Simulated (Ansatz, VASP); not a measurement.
## Two plane-wave programs on FeGe

```xyz
2
Lattice="0.0000 2.4713 2.4713 2.4713 0.0000 2.4713 2.4713 2.4713 0.0000" Properties=species:S:1:pos:R:3 pbc="T T T"
Fe    0.0000    0.0000    0.0000
Ge    2.4713    2.4713    2.4713
```

Alike in both runs: functional PBE; k mesh 14 × 14 × 14; occupations fermi-dirac, width 0.08 eV; collinear spin.

Ansatz relaxed the structure, and its values are those at the end. VASP's run is a single point on that final structure, the one shown.

|  | VASP | Ansatz |
| --- | --- | --- |
| version | VASP 6.6.1 | Ansatz 0.2.0 |
| potentials or method | VASP PAW PBE potentials, release 64 (Fe, Ge_d) | PAW with Ansatz's default frozen-core files, scalar-relativistic |
| plane-wave cutoff (eV) | 520 | 420 |
| valence electrons in the cell | 22 | 30 |

VASP gave:

| Item | Value |
| --- | --- |
| pressure (GPa) | -0.1 |
| net moment per atom (μB) | 1.03 |
| size of the moment on the site where the two differ most (μB) | 0.09 |

**Question.** Estimate Ansatz's values.

**Answer.** Pressure (GPa): 0.0; net moment per atom (μB): 1.04; size of the moment on the site where the two differ most (μB): 0.06.

Site moments also hang on the region over which each program counts them. VASP's potentials hold 22 valence electrons a cell and Ansatz's 30, so a difference there can come from the potentials and not from the codes.
